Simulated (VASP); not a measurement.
Set up this calculation in VASP 6.6.1, as the native input.

- Task: relaxation of cell and atoms
- Functional: PBE
- Potentials or basis: VASP PAW PBE potentials, release 64 (Cs_sv, H)
- Cutoff: 600 eV
- k mesh: 4 × 4 × 4
- Occupations: gaussian, width 0.1 eV
- Spin: no spin polarisation
- Dipole correction: no
- Further INCAR settings: ALGO = Normal; EDIFF = 1e-07; IBRION = 2; EDIFFG = -0.04; NSW = 90; ISIF = 3

The structure of CsH2 lies in POSCAR:

```
CsH2
1.0
    4.1181594786      0.0000000000      0.0000000000
    0.0000000000      4.1181594786      0.0000000000
    0.0000000000      0.0000000000      6.2834943348
Cs H
2 4
Direct
    0.0000000000      0.5000000000      0.7000000000
    0.5000000000      0.0000000000      0.3000000000
    0.0000000000      0.0000000000      0.0000000000
    0.5000000000      0.5000000000      0.0000000000
    0.0000000000      0.5000000000      0.2700000000
    0.5000000000      0.0000000000      0.7300000000
```

These files were run (other wordings do the same):

INCAR

```
PREC     = Accurate       # precision mode
ENCUT    = 600            # plane-wave cutoff, eV
EDIFF    = 1E-7           # SCF threshold, eV
ISMEAR   = 0              # smearing method
SIGMA    = 0.1            # smearing width, eV
LREAL    = False          # projectors in reciprocal space
LASPH    = True           # aspherical terms in the spheres
NELM     = 80             # most SCF steps
ALGO     = Normal         # electronic algorithm
ISIF     = 3              # what is computed and relaxed
LWAVE    = False          # write WAVECAR
LCHARG   = False          # write CHGCAR
GGA      = PE             # functional
IBRION   = 2              # ionic algorithm
NSW      = 90             # ionic steps
EDIFFG   = -0.04          # ionic threshold
```

KPOINTS

```
Automatic mesh
0
Gamma
  4 4 4
```

Potentials or basis: VASP PAW PBE potentials, release 64 (Cs_sv, H).

Run with:

```bash
$ cat potpaw_PBE.64/Cs_sv/POTCAR potpaw_PBE.64/H/POTCAR > POTCAR
$ mpirun -np 1 vasp_std > vasp.out
```

It gave:

```
Relaxed volume                        : 20.16 Å³/atom
Relaxed cell                          : a = 4.021 Å, b = 4.021 Å, c = 7.483 Å, α = 90.00°, β = 90.00°, γ = 90.00°
Space group after relaxing (to 0.1 Å) : P4/nmm (No. 129)
Energy gained by relaxing             : 167.1 meV/atom
Ionic steps                           : 25
Pressure after relaxing               : 0.0 GPa
Largest force after relaxing          : 0.020 eV/Å
Band gap on the k mesh                : zero (bands 11 and 12 overlap by 2.18 eV)
```

Caveat: the k points lie up to 0.39 Å⁻¹ apart in the final cell, too coarse for converged energies and pressures of a metal; a cell axis changed by over 15 % at a fixed basis, so the end point is rough; spin-orbit coupling is left out, which moves the levels of the heavy elements.

Wall time 6.2 min on 1 thread of Intel(R) Xeon(R) 6975P-C (Granite Rapids), on a shared host, peak memory 0.26 GiB.
